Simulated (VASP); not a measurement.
Write the native input for VASP 6.6.1 that does the following.

| Quantity | Value |
| --- | --- |
| Task | single point |
| Functional | LDA |
| Potentials or basis | VASP PAW LDA potentials, release 64 (Ru_pv) |
| Cutoff | 500 eV |
| k mesh | 18 × 18 × 10 |
| Occupations | fermi-dirac, width 0.08 eV |
| Spin | no spin polarisation |
| Dipole correction | no |
| Further INCAR settings | ALGO = Normal; EDIFF = 1e-06; NBANDS = 21 |

The structure of Ru lies in POSCAR:

```
Ru
1.0
    2.5179024804      0.0000000000      0.0000000000
   -1.2589512402      2.1805675123      0.0000000000
    0.0000000000      0.0000000000      4.0049669340
Ru
2
Direct
    0.3333333333      0.6666666667      0.2500000000
    0.6666666667      0.3333333333      0.7500000000
```

One way to write it, as run:

INCAR

```
SYSTEM = Ru
PREC = Accurate
ENCUT = 500
EDIFF = 1E-6
ISMEAR = -1
SIGMA = 0.08
LREAL = .False.
LASPH = .True.
NELM = 120
ALGO = Normal
ISIF = 2
LWAVE = .False.
LCHARG = .True.
LELF = .True.
LVHAR = .True.
NBANDS = 21
GGA_COMPAT = .False.
```

KPOINTS

```
regular mesh
0
Gamma
  18 18 10
  0 0 0
```

Potentials or basis: VASP PAW LDA potentials, release 64 (Ru_pv).

Run with:

```bash
$ cat potpaw_LDA.64/Ru_pv/POTCAR > POTCAR
$ mpirun -np 1 vasp_std > vasp.out
```

Results of the run:

* Pressure: 98.6 GPa
* Band gap on the k mesh: zero (bands 14 and 15 overlap by 4.37 eV)

Caveat: the cell stands under pressure.

It took 37 s on 1 thread of Intel(R) Xeon(R) 6975P-C (Granite Rapids) (shared host), peak memory 0.18 GiB.
